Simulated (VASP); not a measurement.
Input of a VASP 6.6.1 run:

INCAR

```
SYSTEM = Ni
PREC     = Accurate       ! precision mode
ENCUT    = 520            ! plane-wave cutoff, eV
EDIFF    = 1E-7           ! SCF threshold, eV
ISMEAR   = -1             ! smearing method
SIGMA    = 0.1            ! smearing width, eV
LREAL    = .False.        ! projectors in reciprocal space
LASPH    = .True.         ! aspherical terms in the spheres
NELM     = 150            ! most SCF steps
ALGO     = Normal         ! electronic algorithm
ISIF     = 2              ! what is computed and relaxed
LWAVE    = .False.        ! write WAVECAR
LCHARG   = .False.        ! write CHGCAR
ISPIN    = 2              ! spin polarisation
MAGMOM   = 1 1 1          ! initial moments
LORBIT   = 11             ! projections on sites
LMAXMIX  = 4              ! l up to which the mixer works
NBANDS   = 26             ! bands
```

The input KPOINTS:

```
Automatic mesh
0
Gamma
  11 11 15
  0 0 0
```

File POSCAR:

```
Ni
1.0
    3.4321329161      0.0000000000      0.0000000000
   -1.7160664581      2.9723142945      0.0000000000
    0.0000000000      0.0000000000      2.0493715112
Ni
3
Direct
    0.0000000000      0.0000000000      0.0000000000
    0.3333333333      0.6666666667      0.5000000000
    0.6666666667      0.3333333333      0.5000000000
```

Potentials or basis: VASP PAW LDA potentials, release 64 (Ni).

The run is started by

```sh
$ cat potpaw_LDA.64/Ni/POTCAR > POTCAR
$ mpirun -np 1 vasp_std > vasp.out
```

Q: Estimate the net moment.

A: 0.00 μB per cell.

Q: Estimate the pressure.

A: 229.5 GPa.

Q: Estimate the band gap on the k mesh.

A: Zero (filled and empty bands overlap).

Stress tensor (GPa, compression positive):
```
229.25   0.00   0.00
  0.00 229.25   0.00
  0.00   0.00 229.86
```
